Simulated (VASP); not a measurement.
# Se (P1) in VASP: notebook

Runs on Se. Level: PBE. Tasks: electric field gradients.

Everything below comes from runs of VASP 6.6.1. Logs are shortened: lines on timing, memory, paths and dates and some standing lists are left out, and cuts for length are marked.

### 1 The cell of the first run

The typed cell holds 3 atoms: a = 4.367 Å, b = 4.404 Å, c = 4.954 Å, α = 90.41°, β = 91.14°, γ = 120.85°.

### 2 Electric field gradients, PBE (equal xy, yz and zx shear strains of -2 %)

INCAR

```
SYSTEM = Se
  ALGO = Normal
  EDIFF = 1E-8
  ENCUT = 520
  GGA = PE
  ISIF = 2
  ISMEAR = -1
  LASPH = .True.
  LCHARG = .False.
  LEFG = .True.
  LREAL = .False.
  LWAVE = .False.
  NBANDS = 16
  NELM = 80
  PREC = Accurate
  SIGMA = 0.03
```

KPOINTS

```
k-points
0
Gamma
  6 6 5
  0 0 0
```

POSCAR

```
Se
1.0
    4.3661999489     -0.0436619995     -0.0436619995
   -2.2209123752      3.8030710735     -0.0159814010
   -0.0495360000     -0.0495360000      4.9536000000
Se
3
Direct
    0.2254000000      0.0000000000      0.3333333333
    0.0000000000      0.2254000000      0.6666666667
    0.7746000000      0.7746000000      0.0000000000
```

Potentials or basis: VASP PAW PBE potentials, release 64 (Se).

On the command line:

```sh
$ cat potpaw_PBE.64/Se/POTCAR > POTCAR
$ mpirun -np 1 vasp_std > vasp.out
```

OUTCAR:

```text
SYSTEM = Se
   EDIFF = 1E-8
   ENCUT = 520
   GGA = PE
   ISIF = 2
   ISMEAR = -1
   LASPH = .True.
   LREAL = .False.
   NELM = 80
   PREC = Accurate

 ion  position               nearest neighbor table
   1  0.225  0.000  0.333-   3 2.33   2 2.39
   2  0.000  0.225  0.667-   1 2.39   3 2.40
   3  0.775  0.775  0.000-   1 2.33   2 2.40

  LATTYP: Found a triclinic cell.
 ALAT       =     4.3288535081
 B/A-ratio  =     1.7320508076
 C/A-ratio  =     2.3417134967
 COS(alpha) =     0.0047532071
 COS(beta)  =     0.4479233061
 COS(gamma) =     0.8609641916

  Lattice vectors:

 A1 = (   2.1452875737,   3.7594090740,  -0.0596434005)
 A2 = (   6.5114875226,   3.7157470745,  -0.1033054000)
 A3 = (  -4.3922887504,   7.6556781470,  -4.9855628020)

Analysis of symmetry for initial positions (statically):
=====================================================================
 Subroutine PRICEL returns:
 Original cell was already a primitive cell.

 Routine SETGRP: Setting up the symmetry group for a
 triclinic supercell.

 Subroutine GETGRP returns: Found  1 space group operations
 (whereof  1 operations were pure point group operations)
 out of a pool of  2 trial point group operations.

The static configuration has the point symmetry C_1 .

Analysis of symmetry for dynamics (positions and initial velocities):
=====================================================================
 Subroutine PRICEL returns:
 Original cell was already a primitive cell.

 Routine SETGRP: Setting up the symmetry group for a
 triclinic supercell.

 Subroutine GETGRP returns: Found  1 space group operations
 (whereof  1 operations were pure point group operations)
 out of a pool of  2 trial point group operations.

The dynamic configuration has the point symmetry C_1 .

 Subroutine INISYM returns: Found  1 space group operations
 (whereof  1 operations are pure point group operations),
 and found     1 'primitive' translations

----------------------------------------------------------------------------------------

                                     Primitive cell

  volume of cell :      81.7575

  direct lattice vectors                    reciprocal lattice vectors
     4.366199949 -0.043661999 -0.043661999     0.230414336  0.134572394  0.003649867
    -2.220912375  3.803071073 -0.015981401     0.002671888  0.264516942  0.002671888
    -0.049536000 -0.049536000  4.953600000     0.002039537  0.002039537  0.201914176

  length of vectors
     4.366636547  4.404095455  4.954095335     0.266859170  0.264543929  0.201934776

  position of ions in fractional coordinates (direct lattice)
     0.225400000  0.000000000  0.333333333
     1.000000000  0.225400000  0.666666667
     0.774600000  0.774600000  0.000000000

  ion indices of the primitive-cell ions
   primitive index   ion index
                 1           1
                 2           2
                 3           3

----------------------------------------------------------------------------------------

 KPOINTS: k-points

Automatic generation of k-mesh.
 Grid dimensions read from file:
 generate k-points for:    6    6    5

 Generating k-lattice:

  Cartesian coordinates                     Fractional coordinates (reciprocal lattice)
     0.038402389  0.022428732  0.000608311     0.166666667  0.000000000  0.000000000
     0.000445315  0.044086157  0.000445315    -0.000000000  0.166666667  0.000000000
     0.000407907  0.000407907  0.040382835     0.000000000  0.000000000  0.200000000

  Length of vectors
     0.044476528  0.044090655  0.040386955

  Shift w.r.t. Gamma in fractional coordinates (k-lattice)
     0.000000000  0.000000000  0.000000000

 Subroutine IBZKPT returns following result:
 ===========================================

 Found     92 irreducible k-points:

 Following reciprocal coordinates:
            Coordinates               Weight
  0.000000  0.000000  0.000000      1.000000
  0.166667 -0.000000  0.000000      2.000000
  0.333333 -0.000000  0.000000      2.000000
  0.500000 -0.000000 -0.000000      1.000000
 -0.000000  0.166667 -0.000000      2.000000
  0.166667  0.166667  0.000000      2.000000
[... 16 lines left out ...]
  0.333333 -0.000000  0.200000      2.000000
  0.500000  0.000000  0.200000      2.000000
 [... further k-points ...]
   k-points           NKPTS =     92   k-points in BZ     NKDIM =     92   number of bands    NBANDS=     16
   number of dos      NEDOS =    301   number of ions     NIONS =      3
   total plane-waves  NPLWV =  46080
   dimension x,y,z NGX =    32 NGY =   36 NGZ =   40
   dimension x,y,z NGXF=    64 NGYF=   72 NGZF=   80
   ions per type =               3
   NGX,Y,Z   is equivalent  to a cutoff of  12.18, 13.59, 13.42 a.u.
   NGXF,Y,Z  is equivalent  to a cutoff of  24.37, 27.18, 26.85 a.u.
 SYSTEM =  Se
   PREC   = accura    normal or accurate (medium, high low for compatibility)
   ISTART =      0    job   : 0-new  1-cont  2-samecut
   ICHARG =      2    charge: 1-file 2-atom 10-const
   ISPIN  =      1    spin polarized calculation?
   LNONCOLLINEAR =      F non collinear calculations
   LSORBIT =      F    spin-orbit coupling
   LASPH  =      T    aspherical Exc in radial PAW
   ENCUT  =  520.0 eV  38.22 Ry    6.18 a.u.   8.12  8.19  9.21*2*pi/ulx,y,z
   NELM   =     80;   NELMIN=  2; NELMDL= -5     # of ELM steps
   EDIFF  = 0.1E-07   stopping-criterion for ELM
   LREAL  =      F    real-space projection
   EDIFFG = 0.1E-06   stopping-criterion for IOM
   NSW    =      0    number of steps for IOM
   IBRION =     -1    ionic relax: 0-MD 1-quasi-New 2-CG
   NFREE  =      0    steps in history (QN), initial steepest desc. (CG)
   ISIF   =      2    stress and relaxation
   ISYM   =      2    0-nonsym 1-usesym 2-fastsym
   POTIM  = 0.5000    time-step for ionic-motion
   TEBEG  =    0.0;   TEEND  =   0.0 temperature during run
   PSTRESS=    0.0 pullay stress
   NELECT =      18.0000    total number of electrons
   NUPDOWN=      -1.0000    fix difference up-down
   EMIN   =  10.00;   EMAX   =-10.00  energy-range for DOS
   EFERMI =   0.00;   METHOD = LEGACY
   ISMEAR =    -1;   SIGMA  =   0.03  broadening in eV -4-tet -1-fermi 0-gaus
   EFERMI_NEDOS =   21; number of points for ismear=-14 and -15
   IALGO  =     38    algorithm
   IMIX   =      4    mixing-type and parameters
     AMIX     =   0.40;   BMIX     =  1.00
     AMIX_MAG =   1.60;   BMIX_MAG =  1.00
  volume/ion in A,a.u.               =      27.25       183.91
  Fermi-wavevector in a.u.,A,eV,Ry     =   0.988530  1.868051 13.295494  0.977191
  Thomas-Fermi vector in A             =   2.120063
   LORBIT       =      0    0 simple, 1 ext, 2 COOP (PROOUT), +10 PAW based schemes
   GGA     = PE    functional components
   LHFCALC =     F    Hartree Fock is set to
   AEXX    =    0.0000 exact exchange contribution
   IVDW    =     0    specifies the selected vdW correction
   LEPSILON=     F    determine dielectric tensor
   LRPA    =     F    only Hartree local field effects (RPA)
 non-spin polarized calculation
  energy-cutoff  :      520.00
  volume of cell :       81.76
 maximum number of plane-waves:      2218
   NGX = 17   NGY = 17   NGZ = 19

 number of electron      18.0000000 magnetization

 Free energy of the ion-electron system (eV)
  ---------------------------------------------------
  ext. energy  EPLUGINS =         0.00000000
  ---------------------------------------------------
  free energy    TOTEN  =       -10.45202070 eV

  energy without entropy =      -10.45202070  energy(sigma->0) =      -10.45202070

 E-fermi :   3.2205     XC(G=0):  -8.8425

 val. band max:        2.6299605204   @ k =   0.5000   0.1667   0.4000
 cond. band min:       3.8077280107   @ k =  -0.0000  -0.0000   0.4000
 fundamental gap:      1.1777674903
 Fermi energy:         3.2204879738

 k-point     1 :       0.0000    0.0000    0.0000
  band No.  band energies     occupation
      1     -13.1819      2.00000
      2      -9.1364      2.00000
      3      -8.9582      2.00000
      4      -1.1961      2.00000
      5      -1.1467      2.00000
      6      -1.0506      2.00000
[... 8 lines left out ...]
     15       9.2536      0.00000
     16      11.0517      0.00000
[... 419 lines left out ...]
 k-point    24 :       0.5000    0.0000    0.2000
  band No.  band energies     occupation
      1     -12.5074      2.00000
      2     -10.2693      2.00000
      3      -8.4643      2.00000
      4      -2.5584      2.00000
      5      -2.3596      2.00000
      6      -0.9728      2.00000
[... 8 lines left out ...]
     15      12.1571      0.00000
     16      12.3384      0.00000

 [... further k-points ...]
[... 5 lines left out ...]
  --------------------------------------------------------------------------------------
  -------------------------------------------------------------------------------------
  Total        1.4782342      0.9881397      2.1945914      0.4047057      0.5407327      0.8040670
  in kB       28.9685130     19.3642770     43.0067499      7.9308955     10.5965776     15.7570608
  external PRESSURE =      30.4465133 kB  Pullay stress =       0.0000000 kB

 VOLUME and BASIS-vectors are now :
 -----------------------------------------------------------------------------
  energy-cutoff  :      520.00
  volume of cell :       81.76
      direct lattice vectors                 reciprocal lattice vectors
     4.366199949 -0.043661999 -0.043661999     0.230414336  0.134572394  0.003649867
    -2.220912375  3.803071073 -0.015981401     0.002671888  0.264516942  0.002671888
    -0.049536000 -0.049536000  4.953600000     0.002039537  0.002039537  0.201914176

 POSITION                                       TOTAL-FORCE (eV/Angst)
 -----------------------------------------------------------------------------------
      0.96763     -0.02635      1.64136         0.549697      0.175917      0.362617
     -0.53362      0.82419      3.29880        -0.123305      0.212661      0.037197
      1.66174      2.91204     -0.04620        -0.426392     -0.388578     -0.399815
 -----------------------------------------------------------------------------------
    total drift:                               -0.000029      0.000024     -0.000006

  FREE ENERGIE OF THE ION-ELECTRON SYSTEM (eV)
  ---------------------------------------------------
  free  energy   TOTEN  =       -10.4520206998 eV

  energy  without entropy=      -10.4520206997  energy(sigma->0) =      -10.45202070

 Electric field gradients (V/A^2)
---------------------------------------------------------------------
 ion       V_xx      V_yy      V_zz      V_xy      V_xz      V_yz
---------------------------------------------------------------------
   1     160.901  -339.484   178.583   -14.963   -10.841   319.051
   2    -207.931    40.540   167.391  -228.036  -297.637  -174.407
   3    -218.669    45.838   172.831   211.730   277.114  -174.572
---------------------------------------------------------------------

 Electric field gradients after diagonalization (V/A^2)
 (convention: |V_zz| > |V_xx| > |V_yy|)
----------------------------------------------------------------------
 ion       V_xx      V_yy      V_zz     asymmetry (V_yy - V_xx)/ V_zz
----------------------------------------------------------------------
   1     332.052   159.483  -491.535       0.351
   2     341.239   175.968  -517.207       0.320
   3     334.305   161.741  -496.047       0.348
----------------------------------------------------------------------

           NMR quadrupolar parameters

 Cq : quadrupolar parameter    Cq=e*Q*V_zz/h
 eta: asymmetry parameters     (V_yy - V_xx)/ V_zz
 Q  : nuclear electric quadrupole moment in mb (millibarn)
----------------------------------------------------------------------
 ion       Cq(MHz)       eta       Q (mb)
----------------------------------------------------------------------
   1      -1.189       0.351       1.000
   2      -1.251       0.320       1.000
   3      -1.199       0.348       1.000
----------------------------------------------------------------------
```

Wall time 44 s (1 thread of Intel Xeon 6975P-C (Granite Rapids), shared host); peak memory 0.24 GiB.

What came out:

```
Free energy            : -10.4520 eV
Pressure               : 3.0 GPa
Largest force          : 0.702 eV/Å
Band gap on the k mesh : 1.18 eV, indirect (least direct gap 1.47 eV)
```

Forces on the atoms (eV/Å):
```
Se   0.550  0.176  0.363
Se  -0.123  0.213  0.037
Se  -0.426 -0.389 -0.400
```

Stress tensor (GPa, compression positive):
```
2.90 0.79 1.58
0.79 1.94 1.06
1.58 1.06 4.30
```

Levels at points of the mesh, in eV from the valence-band top:
| k point | band 6 | band 7 | band 8 | band 9 | band 10 | band 11 | band 12 | band 13 |
| --- | --- | --- | --- | --- | --- | --- | --- | --- |
| (0.00, 0.00, 0.00) | -3.68 | -2.03 | -1.99 | -0.37 | 1.80 | 1.96 | 2.35 | 6.15 |
| (0.50, 0.00, 0.00) | -3.44 | -2.76 | -1.73 | -0.98 | 1.90 | 2.33 | 4.40 | 5.26 |
| (0.00, 0.50, 0.00) | -3.40 | -2.91 | -1.76 | -0.95 | 1.96 | 2.46 | 4.05 | 5.35 |
| (0.50, 0.50, 0.00) | -3.36 | -2.89 | -1.75 | -0.90 | 1.97 | 2.50 | 4.06 | 5.37 |

Electric field gradients, principal values (V/Å²):
```tsv
atom	least	middle	greatest (by size)
1 Se	159.483	332.052	-491.535
2 Se	175.968	341.239	-517.207
3 Se	161.741	334.305	-496.047
```

Caveat: the cell differs from its parent crystal (equal xy, yz and zx shear strains of -2 %); without QUAD_EFG the Cq values of the log hold for a quadrupole moment of 1 mb, not for the nuclei. A k mesh can miss the band edges.

### 3 Electric field gradients, PBE (equal xy, yz and zx shear strains of +3 %)

INCAR

```
SYSTEM = Se
PREC = Accurate
ENCUT = 520
EDIFF = 1E-8
ISMEAR = -1
SIGMA = 0.03
LREAL = .False.
LASPH = .True.
NELM = 100
ALGO = Normal
ISIF = 2
LWAVE = .False.
LCHARG = .False.
GGA = PE
LEFG = .True.
NBANDS = 16
```

KPOINTS

```
regular mesh
0
Gamma
  6 6 5
  0 0 0
```

POSCAR

```
Se
1.0
    4.3661999489      0.0654929992      0.0654929992
   -2.1263813734      3.7484935742      0.0239721015
    0.0743040000      0.0743040000      4.9536000000
Se
3
Direct
    0.2254000000      0.0000000000      0.3333333333
    0.0000000000      0.2254000000      0.6666666667
    0.7746000000      0.7746000000      0.0000000000
```

Potentials or basis: VASP PAW PBE potentials, release 64 (Se).

On the command line:

```sh
$ cat potpaw_PBE.64/Se/POTCAR > POTCAR
$ mpirun -np 1 vasp_std > vasp.out
```

OUTCAR:

```text
SYSTEM = Se
   PREC = Accurate
   ENCUT = 520
   EDIFF = 1E-8
   ISMEAR = -1
   LREAL = .False.
   LASPH = .True.
   NELM = 100
   ISIF = 2
   GGA = PE

 ion  position               nearest neighbor table
   1  0.225  0.000  0.333-   2 2.34   3 2.44
   2  0.000  0.225  0.667-   3 2.34   1 2.34
   3  0.775  0.775  0.000-   2 2.34   1 2.44

  LATTYP: Found a triclinic cell.
 ALAT       =     4.4239444885
 B/A-ratio  =     0.9741696453
 C/A-ratio  =     1.1199766289
 COS(alpha) =     0.0112057054
 COS(beta)  =     0.0407400298
 COS(gamma) =     0.5001712246

  Lattice vectors:

 A1 = (   2.2398185755,   3.8139865734,   0.0894651007)
 A2 = (  -2.1263813734,   3.7484935742,   0.0239721015)
 A3 = (   0.0743040000,   0.0743040000,   4.9536000000)

Analysis of symmetry for initial positions (statically):
[... 654 lines left out ...]
     4.366199949  0.065492999  0.065492999     0.227178669  0.128904191 -0.005341243
    -2.126381373  3.748493574  0.023972101    -0.003910061  0.264580806 -0.003910061
     0.074304000  0.074304000  4.953600000    -0.002984674 -0.002984674  0.201962925

 POSITION                                       TOTAL-FORCE (eV/Angst)
 -----------------------------------------------------------------------------------
      1.00891      0.03953      1.66596         0.329312     -0.231136     -0.472498
     -0.42975      0.89445      3.30780        -0.366973      0.641428     -0.070557
      1.73496      2.95431      0.06930         0.037661     -0.410292      0.543056
 -----------------------------------------------------------------------------------
    total drift:                                0.000035      0.000004     -0.000023

  FREE ENERGIE OF THE ION-ELECTRON SYSTEM (eV)
  ---------------------------------------------------
  free  energy   TOTEN  =       -10.4334963987 eV

  energy  without entropy=      -10.4334963973  energy(sigma->0) =      -10.43349640

 Electric field gradients (V/A^2)
---------------------------------------------------------------------
 ion       V_xx      V_yy      V_zz      V_xy      V_xz      V_yz
---------------------------------------------------------------------
   1     175.240  -338.534   163.294    21.188    11.998   346.348
   2    -218.561    37.857   180.704  -204.308  -268.360  -151.497
   3    -204.636    32.847   171.790   229.899   297.511  -153.364
---------------------------------------------------------------------

 Electric field gradients after diagonalization (V/A^2)
 (convention: |V_zz| > |V_xx| > |V_yy|)
----------------------------------------------------------------------
 ion       V_xx      V_yy      V_zz     asymmetry (V_yy - V_xx)/ V_zz
----------------------------------------------------------------------
   1     342.537   173.030  -515.566       0.329
   2     325.312   150.820  -476.132       0.366
   3     338.395   170.268  -508.663       0.331
----------------------------------------------------------------------

           NMR quadrupolar parameters

 Cq : quadrupolar parameter    Cq=e*Q*V_zz/h
 eta: asymmetry parameters     (V_yy - V_xx)/ V_zz
 Q  : nuclear electric quadrupole moment in mb (millibarn)
----------------------------------------------------------------------
 ion       Cq(MHz)       eta       Q (mb)
----------------------------------------------------------------------
   1      -1.247       0.329       1.000
   2      -1.151       0.366       1.000
   3      -1.230       0.331       1.000
----------------------------------------------------------------------
```

OSZICAR:

```text
N       E                     dE             d eps       ncg     rms          rms(c)
DAV:   1     0.822287338735E+02    0.82229E+02   -0.71859E+03  2944   0.932E+02
DAV:   2    -0.517177098870E+01   -0.87401E+02   -0.82764E+02  3952   0.154E+02
DAV:   3    -0.104727586390E+02   -0.53010E+01   -0.52781E+01  3560   0.434E+01
DAV:   4    -0.105122178092E+02   -0.39459E-01   -0.39448E-01  3952   0.437E+00
DAV:   5    -0.105124954025E+02   -0.27759E-03   -0.27759E-03  3592   0.364E-01    0.709E+00
DAV:   6    -0.104540997287E+02    0.58396E-01   -0.34697E-02  3736   0.117E+00    0.438E+00
DAV:   7    -0.104339721038E+02    0.20128E-01   -0.72051E-02  3568   0.165E+00    0.199E-01
DAV:   8    -0.104333398321E+02    0.63227E-03   -0.83491E-03  3424   0.560E-01    0.100E-01
DAV:   9    -0.104334446967E+02   -0.10486E-03   -0.28177E-04  4168   0.106E-01    0.358E-02
DAV:  10    -0.104334929500E+02   -0.48253E-04   -0.46848E-05  3568   0.460E-02    0.653E-03
DAV:  11    -0.104334962271E+02   -0.32771E-05   -0.62806E-06  4032   0.153E-02    0.371E-03
DAV:  12    -0.104334964103E+02   -0.18322E-06   -0.14584E-06  3784   0.768E-03    0.129E-03
DAV:  13    -0.104334963892E+02    0.21072E-07   -0.14133E-07  3920   0.225E-03    0.460E-04
DAV:  14    -0.104334963987E+02   -0.95365E-08   -0.19963E-08  3632   0.852E-04
   1 F= -.10433496E+02 E0= -.10433496E+02  d E =-.145652E-08
```

Run time: 36 s. Hardware: 1 thread of Intel Xeon 6975P-C (Granite Rapids), shared host; peak memory 0.24 GiB.

What came out:

* Free energy: -10.4335 eV
* Pressure: 3.2 GPa
* Largest force: 0.742 eV/Å
* Band gap on the k mesh: 1.04 eV, indirect (least direct gap 1.36 eV)

Forces on the atoms (eV/Å):
```
Se   0.329 -0.231 -0.472
Se  -0.367  0.641 -0.071
Se   0.038 -0.410  0.543
```

Stress tensor (GPa, compression positive):
```
 1.88 -1.04 -2.03
-1.04  3.18 -1.46
-2.03 -1.46  4.50
```

Electric field gradients, principal values (V/Å²):
| atom | least | middle | greatest (by size) |
| --- | --- | --- | --- |
| 1 Se | 173.030 | 342.537 | -515.566 |
| 2 Se | 150.820 | 325.312 | -476.132 |
| 3 Se | 170.268 | 338.395 | -508.663 |

Caveat: the cell differs from its parent crystal (equal xy, yz and zx shear strains of +3 %); without QUAD_EFG the Cq values of the log hold for a quadrupole moment of 1 mb, not for the nuclei. A k mesh can miss the band edges.

(Part 1 of 3 ends here.)
